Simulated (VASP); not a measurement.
# MnO (Fm-3m) in VASP: a series of runs

Runs on MnO. Level: PBE. Tasks: single point.

Everything below comes from runs of VASP 6.6.1. Logs are shortened: lines on timing, memory, paths and dates and some standing lists are left out, and cuts for length are marked.

## Step 1: The cell of the first run

Symmetry: Fm-3m, No. 225, cubic system. The conventional cell has a = 4.384 Å, b = 4.384 Å, c = 4.384 Å, α = 90.00°, β = 90.00°, γ = 90.00°. Within 2.9 Å of Mn (site symmetry m-3m) lie 6 O at 2.19 Å. O (site symmetry m-3m) has 6 Mn at 2.19 Å within 2.9 Å.

## Step 2: Single point, PBE, collinear spin, ferromagnetic start

Contents of INCAR:

```
  PREC = Accurate
  ENCUT = 520
  EDIFF = 1E-6
  ISMEAR = -1
  SIGMA = 0.05
  LREAL = F
  LASPH = T
  NELM = 150
  ALGO = Normal
  ISIF = 2
  LWAVE = F
  LCHARG = T
  ISPIN = 2
  MAGMOM = 4 0
  LORBIT = 11
  LMAXMIX = 4
  GGA = PE
  LELF = T
  LVHAR = T
  NBANDS = 20
```

Contents of KPOINTS:

```
Automatic mesh
0
Gamma
  10 10 10
```

Contents of POSCAR:

```
MnO
1.0
    0.0000000000      2.1919696172      2.1919696172
    2.1919696172      0.0000000000      2.1919696172
    2.1919696172      2.1919696172      0.0000000000
Mn O
1 1
Direct
    0.0000000000      0.0000000000      0.0000000000
    0.5000000000      0.5000000000      0.5000000000
```

Potentials or basis: VASP PAW PBE potentials, release 64 (Mn_pv, O).

Started as:

```
$ cat potpaw_PBE.64/Mn_pv/POTCAR potpaw_PBE.64/O/POTCAR > POTCAR
$ mpirun -np 1 vasp_std > vasp.out
```

OUTCAR:

```text
PREC = Accurate
   ENCUT = 520
   EDIFF = 1E-6
   ISMEAR = -1
   LREAL = F
   LASPH = T
   NELM = 150
   ISIF = 2
   ISPIN = 2
   LORBIT = 11
   GGA = PE

 ion  position               nearest neighbor table
   1  0.000  0.000  0.000-   2 2.19   2 2.19   2 2.19   2 2.19   2 2.19   2 2.19
   2  0.500  0.500  0.500-   1 2.19   1 2.19   1 2.19   1 2.19   1 2.19   1 2.19

  LATTYP: Found a face centered cubic cell.
 ALAT       =     4.3839392344

  Lattice vectors:

 A1 = (   0.0000000000,   2.1919696172,   2.1919696172)
 A2 = (   2.1919696172,   0.0000000000,   2.1919696172)
 A3 = (   2.1919696172,   2.1919696172,   0.0000000000)

Analysis of symmetry for initial positions (statically):
=====================================================================
 Subroutine PRICEL returns:
 Original cell was already a primitive cell.

 Routine SETGRP: Setting up the symmetry group for a
 face centered cubic supercell.

 Subroutine GETGRP returns: Found 48 space group operations
 (whereof 48 operations were pure point group operations)
 out of a pool of 48 trial point group operations.

The static configuration has the point symmetry O_h .

Analysis of symmetry for dynamics (positions and initial velocities):
=====================================================================
 Subroutine PRICEL returns:
 Original cell was already a primitive cell.

 Routine SETGRP: Setting up the symmetry group for a
 face centered cubic supercell.

 Subroutine GETGRP returns: Found 48 space group operations
 (whereof 48 operations were pure point group operations)
 out of a pool of 48 trial point group operations.

The dynamic configuration has the point symmetry O_h .

Analysis of structural, dynamic, and magnetic symmetry:
=====================================================================
 Subroutine PRICEL returns:
 Original cell was already a primitive cell.

 Routine SETGRP: Setting up the symmetry group for a
 face centered cubic supercell.

 Subroutine GETGRP returns: Found 48 space group operations
 (whereof 48 operations were pure point group operations)
 out of a pool of 48 trial point group operations.

The overall configuration has the point symmetry O_h .

 Subroutine INISYM returns: Found 48 space group operations
 (whereof 48 operations are pure point group operations),
 and found     1 'primitive' translations

----------------------------------------------------------------------------------------

                                     Primitive cell

  volume of cell :      21.0636

  direct lattice vectors                    reciprocal lattice vectors
     0.000000000  2.191969617  2.191969617    -0.228105351  0.228105351  0.228105351
     2.191969617  0.000000000  2.191969617     0.228105351 -0.228105351  0.228105351
     2.191969617  2.191969617  0.000000000     0.228105351  0.228105351 -0.228105351

  length of vectors
     3.099913161  3.099913161  3.099913161     0.395090058  0.395090058  0.395090058

  position of ions in fractional coordinates (direct lattice)
     0.000000000  0.000000000  0.000000000
     0.500000000  0.500000000  0.500000000

  ion indices of the primitive-cell ions
   primitive index   ion index
                 1           1
                 2           2

----------------------------------------------------------------------------------------

 KPOINTS: Automatic mesh

Automatic generation of k-mesh.
 Grid dimensions read from file:
 generate k-points for:   10   10   10

 Generating k-lattice:

  Cartesian coordinates                     Fractional coordinates (reciprocal lattice)
    -0.022810535  0.022810535  0.022810535     0.100000000  0.000000000  0.000000000
     0.022810535 -0.022810535  0.022810535     0.000000000  0.100000000  0.000000000
     0.022810535  0.022810535 -0.022810535     0.000000000  0.000000000  0.100000000

  Length of vectors
     0.039509006  0.039509006  0.039509006

  Shift w.r.t. Gamma in fractional coordinates (k-lattice)
     0.000000000  0.000000000  0.000000000

 Subroutine IBZKPT returns following result:
 ===========================================

 Found     47 irreducible k-points:

 Following reciprocal coordinates:
            Coordinates               Weight
  0.000000  0.000000  0.000000      1.000000
  0.100000  0.000000  0.000000      8.000000
  0.200000  0.000000  0.000000      8.000000
  0.300000  0.000000  0.000000      8.000000
  0.400000  0.000000  0.000000      8.000000
  0.500000  0.000000  0.000000      4.000000
[... 16 lines left out ...]
  0.300000  0.300000  0.000000      6.000000
  0.400000  0.300000  0.000000     24.000000
 [... further k-points ...]
   k-points           NKPTS =     47   k-points in BZ     NKDIM =     47   number of bands    NBANDS=     20
   number of dos      NEDOS =    301   number of ions     NIONS =      2
   total plane-waves  NPLWV =  13824
   dimension x,y,z NGX =    24 NGY =   24 NGZ =   24
   dimension x,y,z NGXF=    48 NGYF=   48 NGZF=   48
   ions per type =               1   1
   NGX,Y,Z   is equivalent  to a cutoff of  12.87, 12.87, 12.87 a.u.
   NGXF,Y,Z  is equivalent  to a cutoff of  25.74, 25.74, 25.74 a.u.
 SYSTEM =  unknown system
   PREC   = accura    normal or accurate (medium, high low for compatibility)
   ISTART =      0    job   : 0-new  1-cont  2-samecut
   ICHARG =      2    charge: 1-file 2-atom 10-const
   ISPIN  =      2    spin polarized calculation?
   LNONCOLLINEAR =      F non collinear calculations
   LSORBIT =      F    spin-orbit coupling
   LASPH  =      T    aspherical Exc in radial PAW
   ENCUT  =  520.0 eV  38.22 Ry    6.18 a.u.   5.76  5.76  5.76*2*pi/ulx,y,z
   NELM   =    150;   NELMIN=  2; NELMDL= -5     # of ELM steps
   EDIFF  = 0.1E-05   stopping-criterion for ELM
   LREAL  =      F    real-space projection
   EDIFFG = 0.1E-04   stopping-criterion for IOM
   NSW    =      0    number of steps for IOM
   IBRION =     -1    ionic relax: 0-MD 1-quasi-New 2-CG
   NFREE  =      0    steps in history (QN), initial steepest desc. (CG)
   ISIF   =      2    stress and relaxation
   ISYM   =      2    0-nonsym 1-usesym 2-fastsym
   POTIM  = 0.5000    time-step for ionic-motion
   TEBEG  =    0.0;   TEEND  =   0.0 temperature during run
   PSTRESS=    0.0 pullay stress
   NELECT =      19.0000    total number of electrons
   NUPDOWN=      -1.0000    fix difference up-down
   EMIN   =  10.00;   EMAX   =-10.00  energy-range for DOS
   EFERMI =   0.00;   METHOD = LEGACY
   ISMEAR =    -1;   SIGMA  =   0.05  broadening in eV -4-tet -1-fermi 0-gaus
   EFERMI_NEDOS =   21; number of points for ismear=-14 and -15
   IALGO  =     38    algorithm
   IMIX   =      4    mixing-type and parameters
     AMIX     =   0.40;   BMIX     =  1.00
     AMIX_MAG =   1.60;   BMIX_MAG =  1.00
  volume/ion in A,a.u.               =      10.53        71.07
  Fermi-wavevector in a.u.,A,eV,Ry     =   1.581788  2.989145 34.042485  2.502052
  Thomas-Fermi vector in A             =   2.681810
   LORBIT       =     11    0 simple, 1 ext, 2 COOP (PROOUT), +10 PAW based schemes
   GGA     = PE    functional components
   LHFCALC =     F    Hartree Fock is set to
   AEXX    =    0.0000 exact exchange contribution
   IVDW    =     0    specifies the selected vdW correction
   LEPSILON=     F    determine dielectric tensor
   LRPA    =     F    only Hartree local field effects (RPA)
 spin polarized calculation
  energy-cutoff  :      520.00
  volume of cell :       21.06
 maximum number of plane-waves:       588
   NGX = 11   NGY = 11   NGZ = 11

 number of electron      19.0000003 magnetization       4.6431329

 Free energy of the ion-electron system (eV)
  ---------------------------------------------------
  ext. energy  EPLUGINS =         0.00000000
  ---------------------------------------------------
  free energy    TOTEN  =       -16.38955532 eV

  energy without entropy =      -16.37899807  energy(sigma->0) =      -16.38427670

 E-fermi :   8.0999     XC(G=0): -12.1090

 val. band max:        8.0746788884   @ k =   0.5000   0.2000   0.1000
 cond. band min:       8.1009558802   @ k =  -0.3000   0.3000   0.0000
 fundamental gap:      0.0262769918
 Fermi energy:         8.0998614984

 spin component 1

 k-point     1 :       0.0000    0.0000    0.0000
  band No.  band energies     occupation
      1     -42.2698      1.00000
      2     -42.2698      1.00000
      3     -42.2698      1.00000
      4     -12.5823      1.00000
      5       4.1067      1.00000
      6       4.1068      1.00000
[... 12 lines left out ...]
     19      28.5592      0.00000
     20      28.5592      0.00000
[... 507 lines left out ...]
 k-point    24 :       0.4000    0.3000    0.0000
  band No.  band energies     occupation
      1     -42.3257      1.00000
      2     -42.2934      1.00000
      3     -42.2912      1.00000
      4     -11.6936      1.00000
      5       0.5878      1.00000
      6       2.5530      1.00000
[... 12 lines left out ...]
     19      33.5340      0.00000
     20      35.1428      0.00000

 [... further k-points ...]

 spin component 2

 k-point     1 :       0.0000    0.0000    0.0000
  band No.  band energies     occupation
      1     -37.7101      1.00000
      2     -37.7101      1.00000
      3     -37.7101      1.00000
      4     -12.1510      1.00000
      5       4.4821      1.00000
      6       4.4821      1.00000
[... 12 lines left out ...]
     19      30.8629      0.00000
     20      30.8629      0.00000
[... 507 lines left out ...]
 k-point    24 :       0.4000    0.3000    0.0000
  band No.  band energies     occupation
      1     -37.7801      1.00000
      2     -37.7392      1.00000
      3     -37.7364      1.00000
      4     -11.2800      1.00000
      5       1.3375      1.00000
      6       3.2989      1.00000
[... 12 lines left out ...]
     19      34.5173      0.00000
     20      36.1271      0.00000

 [... further k-points ...]

------------------------ aborting loop because EDIFF is reached ----------------------------------------

  FORCE on cell =-STRESS in cart. coord.  units (eV):
  Direction    XX          YY          ZZ          XY          YZ          ZX
  --------------------------------------------------------------------------------------
  -------------------------------------------------------------------------------------
  Total        0.6181257      0.6181257      0.6181257      0.0000000      0.0000000     -0.0000000
  in kB       47.0168767     47.0168767     47.0168767      0.0000000      0.0000000     -0.0000000
  external PRESSURE =      47.0168767 kB  Pullay stress =       0.0000000 kB

 VOLUME and BASIS-vectors are now :
 -----------------------------------------------------------------------------
  energy-cutoff  :      520.00
  volume of cell :       21.06
      direct lattice vectors                 reciprocal lattice vectors
     0.000000000  2.191969617  2.191969617    -0.228105351  0.228105351  0.228105351
     2.191969617  0.000000000  2.191969617     0.228105351 -0.228105351  0.228105351
     2.191969617  2.191969617  0.000000000     0.228105351  0.228105351 -0.228105351

 POSITION                                       TOTAL-FORCE (eV/Angst)
 -----------------------------------------------------------------------------------
      0.00000      0.00000      0.00000        -0.000000     -0.000000     -0.000000
      2.19197      2.19197      2.19197         0.000000      0.000000      0.000000
 -----------------------------------------------------------------------------------
    total drift:                                0.000000     -0.000000     -0.000000

  FREE ENERGIE OF THE ION-ELECTRON SYSTEM (eV)
  ---------------------------------------------------
  free  energy   TOTEN  =       -16.3895553177 eV

  energy  without entropy=      -16.3789980727  energy(sigma->0) =      -16.38427670

 total charge

# of ion       s       p       d       tot
------------------------------------------
    1        0.209   6.190   5.002  11.401
    2        1.562   3.429   0.000   4.991
--------------------------------------------------
tot          1.771   9.618   5.002  16.392

 magnetization (x)

# of ion       s       p       d       tot
------------------------------------------
    1        0.033   0.026   4.174   4.234
    2        0.031   0.162   0.000   0.193
--------------------------------------------------
tot          0.064   0.188   4.174   4.427
```

It took 15 s on 1 thread of Intel Xeon 6975P-C (Granite Rapids), shared host; peak memory 0.16 GiB.

Results:

```yaml
Free_energy: -16.3896 eV
Pressure: 4.7 GPa
Net_moment: 4.64 μB per cell
Site_moments: Mn +4.23; O +0.19 μB
Valence_electrons_inside_the_program's_atomic_spheres: Mn 11.40; O 4.99
```

Caveat: a cell with one magnetic atom can't hold antiferromagnetic order, which such compounds often take; semilocal functionals often make such compounds metallic where correlation or magnetic order opens a gap, which also shifts bond lengths. With open d or f shells a metallic result of PBE can be an artefact of self-interaction; +U or a hybrid may open a gap.

## Step 3: Single point, PBE, collinear spin, ferromagnetic start

This run uses another cell than the first one, of 10.75 Å³/atom, 1.021 times its volume.

Contents of INCAR:

```
PREC = Accurate ; ENCUT = 520
EDIFF = 1E-6 ; ISMEAR = -1
SIGMA = 0.05 ; LREAL = F
LASPH = T ; NELM = 150
ALGO = Normal ; ISIF = 2
LWAVE = F ; LCHARG = T
ISPIN = 2 ; MAGMOM = 4 0
LORBIT = 11 ; LMAXMIX = 4
GGA = PE ; LELF = T
LVHAR = T ; NBANDS = 20
```

KPOINTS is that of step 2.

Contents of POSCAR:

```
MnO
1.0
    0.0000000000      2.2070871268      2.2070871268
    2.2070871268      0.0000000000      2.2070871268
    2.2070871268      2.2070871268      0.0000000000
Mn O
1 1
Direct
    0.0000000000      0.0000000000      0.0000000000
    0.5000000000      0.5000000000      0.5000000000
```

Potentials or basis: VASP PAW PBE potentials, release 64 (Mn_pv, O).

Started as:

```
$ cat potpaw_PBE.64/Mn_pv/POTCAR potpaw_PBE.64/O/POTCAR > POTCAR
$ mpirun -np 1 vasp_std > vasp.out
```

Wall time 15 s (1 thread of Intel Xeon 6975P-C (Granite Rapids), shared host); peak memory 0.16 GiB.

It converged, with:

```yaml
Free_energy: -16.4004 eV
Pressure: 2.9 GPa
Net_moment: 4.73 μB per cell
Site_moments: Mn +4.30; O +0.20 μB
Valence_electrons_inside_the_program's_atomic_spheres: Mn 11.38; O 4.99
```

Levels at points of the mesh, in eV from the Fermi level:
Spin up:
```
           k point  band 9  band 10  band 11  band 12  band 13  band 14  band 15  band 16
(0.00, 0.00, 0.00)   -3.26    -3.26    -2.71    -2.71    -0.45    14.01    16.49    16.49
(0.50, 0.00, 0.00)   -2.33    -1.88     0.24     0.24     3.50     7.89    12.00    12.00
(0.50, 0.50, 0.00)   -2.27    -2.04    -2.04    -1.89     5.15     7.91    10.51    13.86
```
Spin down:
```csv
k point,band 3,band 4,band 5,band 6,band 7,band 8,band 9,band 10,band 11,band 12
"(0.00, 0.00, 0.00)",-45.75,-20.04,-3.48,-3.48,-3.48,0.66,0.66,0.66,0.85,1.32
"(0.50, 0.00, 0.00)",-45.76,-19.04,-7.58,-5.02,-5.02,1.90,1.93,1.93,3.66,3.66
"(0.50, 0.50, 0.00)",-45.78,-19.08,-6.60,-4.48,-4.48,-0.96,1.92,2.16,2.38,2.38
```

Caveat: a cell with one magnetic atom can't hold antiferromagnetic order, which such compounds often take; semilocal functionals often make such compounds metallic where correlation or magnetic order opens a gap, which also shifts bond lengths.
